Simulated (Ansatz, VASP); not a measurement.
## One calculation of Al3Cu2, two programs

```
CELL_PARAMETERS angstrom
4.19767 0.00000 0.00000
-2.09883 3.63529 0.00000
0.00000 0.00000 4.58634
ATOMIC_POSITIONS crystal
Al 0.00000 0.00000 0.00000
Al 0.36392 0.66667 0.35089
Al 0.63608 0.33333 0.64911
Cu 0.28254 0.66667 0.84159
Cu 0.71746 0.33333 0.15841
```

Change from the starting cell: mode 4 frozen in at -0.206 Å, strain +e along z and -e/2 along x and y -0.0700.

Alike in both runs: task single point; functional LDA; k mesh 12 × 12 × 8; occupations gaussian, width 0.15 eV; no spin polarisation.

|  | VASP | Ansatz |
| --- | --- | --- |
| version | VASP 6.6.1 | Ansatz 0.2.0 |
| potentials or method | VASP PAW LDA potentials, release 64 (Al, Cu), cutoff 520 eV | scalar-relativistic, plane waves, PAW |
| valence electrons in the cell | 31 | 47 |

```tsv
	VASP	Ansatz	Ansatz less VASP
gap on the k mesh at the Fermi level (eV)	none	none	-
pressure (GPa)	5.0	4.6	-0.46
traceless stress, the component that is largest in VASP (GPa)	12.75	12.68	-0.077
rms of the force components (eV/Å)	0.201	0.198	-0.0033
```

Ansatz warns that its potentials were made for another functional, while VASP's fit it. LDA's correlation is that of Perdew and Zunger in VASP and of Perdew and Wang (1992) in Ansatz. Atom by atom the forces differ by 0.006 eV/Å (rms over components). A gap of «none» marks a metal or a gap that the smearing closes. VASP's potentials hold 31 valence electrons a cell and Ansatz's 47, so a difference there can come from the potentials and not from the codes.
